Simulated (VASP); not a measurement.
A run of VASP 6.6.1 is set up as follows.

File INCAR:

```
ALGO     = Normal         # electronic algorithm
EDIFF    = 1E-6           # SCF threshold, eV
ENCUT    = 520            # plane-wave cutoff, eV
ISIF     = 2              # what is computed and relaxed
ISMEAR   = 0              # smearing method
LASPH    = T              # aspherical terms in the spheres
LCHARG   = F              # write CHGCAR
LREAL    = F              # projectors in reciprocal space
LWAVE    = F              # write WAVECAR
NBANDS   = 30             # bands
NELM     = 60             # most SCF steps
PREC     = Accurate       # precision mode
SIGMA    = 0.05           # smearing width, eV
```

File KPOINTS:

```
k-points
0
Gamma
  6 6 6
```

File POSCAR:

```
CsGeBr3
1.0
    5.3119940544      0.0000000000      0.0000000000
    0.0000000000      5.3119940544      0.0000000000
    0.0000000000      0.0000000000      5.5333271400
Cs Ge Br
1 1 3
Direct
    0.0000000000      0.0000000000      0.0000000000
    0.5000000000      0.5000000000      0.5000000000
    0.5000000000      0.5000000000      0.0000000000
    0.5000000000      0.0000000000      0.5000000000
    0.0000000000      0.5000000000      0.5000000000
```

Potentials or basis: VASP PAW LDA potentials, release 64 (Cs_sv, Ge_d, Br).

Run with:

```sh
$ cat potpaw_LDA.64/Cs_sv/POTCAR potpaw_LDA.64/Ge_d/POTCAR potpaw_LDA.64/Br/POTCAR > POTCAR
$ mpirun -np 1 vasp_std > vasp.out
```

Estimate the pressure.

0.1 GPa.

Estimate the band gap on the k mesh.

0.13 eV.

Stress tensor (GPa, compression positive):
```
 0.87  0.00  0.00
 0.00  0.87  0.00
 0.00  0.00 -1.33
```

Caveat: the cell differs from its parent crystal (strain -0.040 along x and y, +0.000 along z); spin-orbit coupling is left out, which moves the levels of the heavy elements. A k mesh can miss the band edges.
